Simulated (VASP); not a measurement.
# Sr (P6_3/mmc) in VASP: a series of runs

Sr is run at these levels: PBE; tasks: single point.

Program: VASP 6.6.1. These are calculated values, not measurements. Logs are shortened: lines on timing, memory, paths and dates and some standing lists are left out, and cuts for length are marked.

## (1) The cell of the first run

It takes space group P6_3/mmc (No. 194, hexagonal). The conventional cell has a = 4.007 Å, b = 4.007 Å, c = 14.217 Å, α = 90.00°, β = 90.00°, γ = 120.00°. Within 5.3 Å of Sr (site symmetry -3m) lie 12 Sr at 4.01 to 4.24 Å. Within 5.3 Å of Sr (site symmetry -6m2) lie 12 Sr at 4.01 to 4.24 Å.

This isn't the form of Sr at room conditions, which is fcc.

## (2) Single point, PBE (biaxial strain in the a-b plane: -6.0 %, then relaxed in part)

Input file INCAR:

```
SYSTEM = Sr
PREC = Accurate
ENCUT = 520
EDIFF = 1E-7
ISMEAR = 0
SIGMA = 0.1
LREAL = .False.
LASPH = .True.
NELM = 80
ALGO = Fast
ISIF = 2
LWAVE = .False.
LCHARG = .False.
GGA = PE
NBANDS = 28
```

Input file KPOINTS:

```
regular mesh
0
Gamma
  12 12 4
  0 0 0
```

Input file POSCAR:

```
Sr
1.0
    4.0069578817      0.0000000000      0.0000000000
   -2.0034789409      3.4701273174      0.0000000000
    0.0000000000      0.0000000000     14.2173747530
Sr
4
Direct
    0.0000000000      0.0000000000      0.0000000000
    0.3333333333      0.6666666667      0.2500000000
    0.0000000000      0.0000000000      0.5000000000
    0.6666666667      0.3333333333      0.7500000000
```

Potentials or basis: VASP PAW PBE potentials, release 64 (Sr_sv).

Started as:

```console
cat potpaw_PBE.64/Sr_sv/POTCAR > POTCAR
mpirun -np 1 vasp_std > vasp.out
```

OUTCAR:

```text
SYSTEM = Sr
   PREC = Accurate
   ENCUT = 520
   EDIFF = 1E-7
   ISMEAR = 0
   LREAL = .False.
   LASPH = .True.
   NELM = 80
   ISIF = 2
   GGA = PE

 ion  position               nearest neighbor table
   1  0.000  0.000  0.000-   2 4.24   4 4.24   2 4.24   4 4.24   4 4.24   2 4.24
   2  0.333  0.667  0.250-   1 4.24   3 4.24   1 4.24   3 4.24   1 4.24   3 4.24
   3  0.000  0.000  0.500-   2 4.24   4 4.24   2 4.24   4 4.24   4 4.24   2 4.24
   4  0.667  0.333  0.750-   1 4.24   3 4.24   1 4.24   3 4.24   1 4.24   3 4.24

  LATTYP: Found a hexagonal cell.
 ALAT       =     4.0069578817
 C/A-ratio  =     3.5481717484

  Lattice vectors:

 A1 = (   4.0069578817,   0.0000000000,   0.0000000000)
 A2 = (  -2.0034789409,   3.4701273174,   0.0000000000)
 A3 = (   0.0000000000,   0.0000000000,  14.2173747530)

Analysis of symmetry for initial positions (statically):
=====================================================================
 Subroutine PRICEL returns:
 Original cell was already a primitive cell.

 Routine SETGRP: Setting up the symmetry group for a
 hexagonal supercell.

 Subroutine GETGRP returns: Found 24 space group operations
 (whereof 12 operations were pure point group operations)
 out of a pool of 24 trial point group operations.

The static configuration has the point symmetry D_3d.
 The point group associated with its full space group is D_6h.

Analysis of symmetry for dynamics (positions and initial velocities):
=====================================================================
 Subroutine PRICEL returns:
 Original cell was already a primitive cell.

 Routine SETGRP: Setting up the symmetry group for a
 hexagonal supercell.

 Subroutine GETGRP returns: Found 24 space group operations
 (whereof 12 operations were pure point group operations)
 out of a pool of 24 trial point group operations.

The dynamic configuration has the point symmetry D_3d.
 The point group associated with its full space group is D_6h.

 Subroutine INISYM returns: Found 24 space group operations
 (whereof 12 operations are pure point group operations),
 and found     1 'primitive' translations

----------------------------------------------------------------------------------------

                                     Primitive cell

  volume of cell :     197.6877

  direct lattice vectors                    reciprocal lattice vectors
     4.006957882  0.000000000  0.000000000     0.249565888  0.144086932  0.000000000
    -2.003478941  3.470127317  0.000000000     0.000000000  0.288173865  0.000000000
     0.000000000  0.000000000 14.217374753     0.000000000  0.000000000  0.070336473

  length of vectors
     4.006957882  4.006957882 14.217374753     0.288173865  0.288173865  0.070336473

  position of ions in fractional coordinates (direct lattice)
     0.000000000  0.000000000  0.000000000
     0.333333333  0.666666667  0.250000000
     0.000000000  0.000000000  0.500000000
     0.666666667  0.333333333  0.750000000

  ion indices of the primitive-cell ions
   primitive index   ion index
                 1           1
                 2           2
                 3           3
                 4           4

----------------------------------------------------------------------------------------

 KPOINTS: regular mesh

Automatic generation of k-mesh.
 Grid dimensions read from file:
 generate k-points for:   12   12    4

 Generating k-lattice:

  Cartesian coordinates                     Fractional coordinates (reciprocal lattice)
     0.020797157  0.012007244  0.000000000     0.083333333  0.000000000  0.000000000
     0.000000000  0.024014489  0.000000000     0.000000000  0.083333333  0.000000000
     0.000000000  0.000000000  0.017584118     0.000000000  0.000000000  0.250000000

  Length of vectors
     0.024014489  0.024014489  0.017584118

  Shift w.r.t. Gamma in fractional coordinates (k-lattice)
     0.000000000  0.000000000  0.000000000

 Subroutine IBZKPT returns following result:
 ===========================================

 Found     57 irreducible k-points:

 Following reciprocal coordinates:
            Coordinates               Weight
  0.000000  0.000000  0.000000      1.000000
  0.083333  0.000000  0.000000      6.000000
  0.166667  0.000000  0.000000      6.000000
  0.250000 -0.000000  0.000000      6.000000
  0.333333  0.000000  0.000000      6.000000
  0.416667  0.000000  0.000000      6.000000
[... 16 lines left out ...]
  0.250000 -0.000000  0.250000     12.000000
  0.333333  0.000000  0.250000     12.000000
 [... further k-points ...]
   k-points           NKPTS =     57   k-points in BZ     NKDIM =     57   number of bands    NBANDS=     28
   number of dos      NEDOS =    301   number of ions     NIONS =      4
   total plane-waves  NPLWV =  97200
   dimension x,y,z NGX =    30 NGY =   30 NGZ =  108
   dimension x,y,z NGXF=    60 NGYF=   60 NGZF=  216
   ions per type =               4
   NGX,Y,Z   is equivalent  to a cutoff of  12.45, 12.45, 12.63 a.u.
   NGXF,Y,Z  is equivalent  to a cutoff of  24.89, 24.89, 25.26 a.u.
 SYSTEM =  Sr
   PREC   = accura    normal or accurate (medium, high low for compatibility)
   ISTART =      0    job   : 0-new  1-cont  2-samecut
   ICHARG =      2    charge: 1-file 2-atom 10-const
   ISPIN  =      1    spin polarized calculation?
   LNONCOLLINEAR =      F non collinear calculations
   LSORBIT =      F    spin-orbit coupling
   LASPH  =      T    aspherical Exc in radial PAW
   ENCUT  =  520.0 eV  38.22 Ry    6.18 a.u.   7.45  7.45 26.43*2*pi/ulx,y,z
   NELM   =     80;   NELMIN=  2; NELMDL= -5     # of ELM steps
   EDIFF  = 0.1E-06   stopping-criterion for ELM
   LREAL  =      F    real-space projection
   EDIFFG = 0.1E-05   stopping-criterion for IOM
   NSW    =      0    number of steps for IOM
   IBRION =     -1    ionic relax: 0-MD 1-quasi-New 2-CG
   NFREE  =      0    steps in history (QN), initial steepest desc. (CG)
   ISIF   =      2    stress and relaxation
   ISYM   =      2    0-nonsym 1-usesym 2-fastsym
   POTIM  = 0.5000    time-step for ionic-motion
   TEBEG  =    0.0;   TEEND  =   0.0 temperature during run
   PSTRESS=    0.0 pullay stress
   NELECT =      40.0000    total number of electrons
   NUPDOWN=      -1.0000    fix difference up-down
   EMIN   =  10.00;   EMAX   =-10.00  energy-range for DOS
   EFERMI =   0.00;   METHOD = LEGACY
   ISMEAR =     0;   SIGMA  =   0.10  broadening in eV -4-tet -1-fermi 0-gaus
   EFERMI_NEDOS =   21; number of points for ismear=-14 and -15
   IALGO  =     68    algorithm
   IMIX   =      4    mixing-type and parameters
     AMIX     =   0.40;   BMIX     =  1.00
     AMIX_MAG =   1.60;   BMIX_MAG =  1.00
  volume/ion in A,a.u.               =      49.42       333.52
  Fermi-wavevector in a.u.,A,eV,Ry     =   0.961099  1.816214 12.567865  0.923712
  Thomas-Fermi vector in A             =   2.090442
   LORBIT       =      0    0 simple, 1 ext, 2 COOP (PROOUT), +10 PAW based schemes
   GGA     = PE    functional components
   LHFCALC =     F    Hartree Fock is set to
   AEXX    =    0.0000 exact exchange contribution
   IVDW    =     0    specifies the selected vdW correction
   LEPSILON=     F    determine dielectric tensor
   LRPA    =     F    only Hartree local field effects (RPA)
 non-spin polarized calculation
 RMM-DIIS sequential band-by-band and
 Gauss-broadening in eV      SIGMA  =   0.10
  energy-cutoff  :      520.00
  volume of cell :      197.69
 maximum number of plane-waves:      5373
 NGX is ok and might be reduce to    30
   NGX = 15   NGY = 15   NGZ = 53

 number of electron      40.0000000 magnetization

 Free energy of the ion-electron system (eV)
  ---------------------------------------------------
  ext. energy  EPLUGINS =         0.00000000
  ---------------------------------------------------
  free energy    TOTEN  =        -6.38314538 eV

  energy without entropy =       -6.36047860  energy(sigma->0) =       -6.37181199

 E-fermi :   1.9537     XC(G=0):  -7.6804

 val. band max:        1.9246003016   @ k =   0.3333   0.0000   0.0000
 cond. band min:       1.9552954000   @ k =   0.3333   0.3333   0.0000
 fundamental gap:      0.0306950984
 Fermi energy:         1.9536883482

 k-point     1 :       0.0000    0.0000    0.0000
  band No.  band energies     occupation
      1     -34.4659      2.00000
      2     -34.4598      2.00000
      3     -34.4561      2.00000
      4     -34.4500      2.00000
      5     -16.5609      2.00000
      6     -16.4490      2.00000
[... 20 lines left out ...]
     27       4.5212      0.00000
     28       4.6592      0.00000

 k-point     2 :       0.0833    0.0000    0.0000
  band No.  band energies     occupation
      1     -34.4642      2.00000
      2     -34.4583      2.00000
      3     -34.4546      2.00000
      4     -34.4487      2.00000
      5     -16.5547      2.00000
      6     -16.4487      2.00000
[... 20 lines left out ...]
     27       4.5180      0.00000
     28       4.5616      0.00000

 k-point     3 :       0.1667    0.0000    0.0000
  band No.  band energies     occupation
      1     -34.4595      2.00000
      2     -34.4543      2.00000
      3     -34.4506      2.00000
      4     -34.4454      2.00000
      5     -16.5370      2.00000
      6     -16.4564      2.00000
[... 20 lines left out ...]
     27       4.1949      0.00000
     28       4.5020      0.00000

 k-point     4 :       0.2500   -0.0000    0.0000
  band No.  band energies     occupation
      1     -34.4530      2.00000
      2     -34.4487      2.00000
      3     -34.4451      2.00000
      4     -34.4409      2.00000
      5     -16.5150      2.00000
      6     -16.5028      2.00000
[... 578 lines left out ...]
     27       4.1384      0.00000
     28       4.3425      0.00000

 k-point    23 :       0.2500   -0.0000    0.2500
  band No.  band energies     occupation
      1     -34.4525      2.00000
      2     -34.4498      2.00000
      3     -34.4441      2.00000
      4     -34.4413      2.00000
      5     -16.5159      2.00000
      6     -16.5064      2.00000
[... 20 lines left out ...]
     27       3.9249      0.00000
     28       4.1997      0.00000

 k-point    24 :       0.3333    0.0000    0.2500
  band No.  band energies     occupation
      1     -34.4459      2.00000
      2     -34.4439      2.00000
      3     -34.4389      2.00000
      4     -34.4369      2.00000
      5     -16.5697      2.00000
      6     -16.5651      2.00000
[... 20 lines left out ...]
     27       3.7488      0.00000
     28       3.8159      0.00000

 [... further k-points ...]
[... 5 lines left out ...]
  --------------------------------------------------------------------------------------
  -------------------------------------------------------------------------------------
  Total        2.8902309      2.8902309      0.0205130     -0.0000000      0.0000000      0.0000000
  in kB       23.4241328     23.4241328      0.1662494     -0.0000000      0.0000000      0.0000000
  external PRESSURE =      15.6715050 kB  Pullay stress =       0.0000000 kB

 VOLUME and BASIS-vectors are now :
 -----------------------------------------------------------------------------
  energy-cutoff  :      520.00
  volume of cell :      197.69
      direct lattice vectors                 reciprocal lattice vectors
     4.006957882  0.000000000  0.000000000     0.249565888  0.144086932  0.000000000
    -2.003478941  3.470127317  0.000000000     0.000000000  0.288173865  0.000000000
     0.000000000  0.000000000 14.217374753     0.000000000  0.000000000  0.070336473

 POSITION                                       TOTAL-FORCE (eV/Angst)
 -----------------------------------------------------------------------------------
      0.00000      0.00000      0.00000        -0.000000      0.000000      0.000000
     -0.00000      2.31342      3.55434         0.000000     -0.000000     -0.000000
      0.00000      0.00000      7.10869        -0.000000      0.000000      0.000000
      2.00348      1.15671     10.66303        -0.000000      0.000000     -0.000000
 -----------------------------------------------------------------------------------
    total drift:                               -0.000000      0.000000     -0.000000

  FREE ENERGIE OF THE ION-ELECTRON SYSTEM (eV)
  ---------------------------------------------------
  free  energy   TOTEN  =        -6.3831453763 eV

  energy  without entropy=       -6.3604785960  energy(sigma->0) =       -6.37181199
```

It took 3.9 min on 1 thread of Intel Xeon 6975P-C (Granite Rapids), shared host; peak memory 0.44 GiB.

Results:

```yaml
Free_energy: -6.3831 eV
Pressure: 1.6 GPa
Band_gap_on_the_k_mesh: zero (bands 20 and 21 overlap by 0.38 eV)
```

Caveat: the cell differs from its parent crystal (biaxial strain in the a-b plane: -6.0 %, then relaxed in part).

## (3) Single point, PBE (biaxial strain in the a-b plane: -6.0 %)

Input file INCAR:

```
PREC = Accurate
ENCUT = 520
EDIFF = 1E-6
ISMEAR = 0
SIGMA = 0.1
LREAL = F
LASPH = T
NELM = 100
ALGO = Fast
ISIF = 2
LWAVE = F
LCHARG = T
GGA = PE
LELF = T
LVHAR = T
NBANDS = 28
```

Input file KPOINTS:

```
Automatic mesh
0
Gamma
  12 12 4
```

Changes to POSCAR since step 2:

```diff
@@ -4,3 +4,3 @@
    -2.0034789409      3.4701273174      0.0000000000
-    0.0000000000      0.0000000000     14.2173747530
+    0.0000000000      0.0000000000     14.4798094561
 Sr
```

Potentials or basis: VASP PAW PBE potentials, release 64 (Sr_sv).

Started as:

```console
cat potpaw_PBE.64/Sr_sv/POTCAR > POTCAR
mpirun -np 1 vasp_std > vasp.out
```

Wall time 3.9 min (1 thread of Intel Xeon 6975P-C (Granite Rapids), shared host); peak memory 0.44 GiB.

It converged, with:

```
Free energy            : -6.3772 eV
Pressure               : 1.3 GPa
Band gap on the k mesh : zero (bands 20 and 21 overlap by 0.45 eV)
```

Stress tensor (GPa, compression positive):
```
 2.26  0.00  0.00
 0.00  2.26  0.00
 0.00  0.00 -0.55
```

Levels at points of the mesh, in eV from the Fermi level:
```
           k point  band 18  band 19  band 20  band 21  band 22  band 23
(0.00, 0.00, 0.00)    -2.89    -2.88    -1.45    -0.17     0.97     0.97
(0.50, 0.00, 0.00)    -0.83    -0.65    -0.56     0.15     0.19     0.31
(0.00, 0.00, 0.50)    -3.52    -2.02    -2.02     0.28     0.28     1.59
(0.50, 0.00, 0.50)    -0.92    -0.63    -0.63     0.19     0.19     0.40
```

Caveat: the cell differs from its parent crystal (biaxial strain in the a-b plane: -6.0 %).

[end of part 1 of 3]

The gap in the log of VASP goes by the Fermi energy; the results here count the filled bands.